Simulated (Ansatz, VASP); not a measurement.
**CoSn2: VASP beside Ansatz**

```
Co Sn
1.0
    -2.98280    2.98280    2.56382
     2.98280   -2.98280    2.56382
     2.98280    2.98280   -2.56382
Co Sn
2 4
Direct
  0.25000 0.25000 0.00000
  0.75000 0.75000 0.00000
  0.66633 0.16633 0.83266
  0.16633 0.33367 0.50000
  0.33367 0.83367 0.16734
  0.83367 0.66633 0.50000
```

Change from the starting cell: strain -0.050 along x and y, -0.050 along z, atoms carried along.

Alike in both runs: task single point; functional PBEsol; k mesh 12 × 12 × 12; occupations gaussian, width 0.15 eV; no spin polarisation.

|  | VASP | Ansatz |
| --- | --- | --- |
| version | VASP 6.6.1 | Ansatz 0.2.0 |
| potentials or method | VASP PAW PBE potentials, release 64 (Co, Sn_d), cutoff 520 eV | scalar-relativistic, plane waves, PAW |
| valence electrons in the cell | 74 | 90 |

```csv
,VASP,Ansatz,Ansatz less VASP
gap on the k mesh at the Fermi level (eV),none,none,-
pressure (GPa),26.9,26.9,-0.02
"traceless stress, the component that is largest in VASP (GPa)",-0.12,-0.13,-0.014
rms of the force components (eV/Å),0.081,0.082,+0.0010
```

VASP's potentials were made for PBE, not for PBEsol. Atom by atom the forces differ by 0.001 eV/Å (rms over components). A gap of «none» marks a metal or a gap that the smearing closes. VASP's potentials hold 74 valence electrons a cell and Ansatz's 90, so a difference there can come from the potentials and not from the codes.
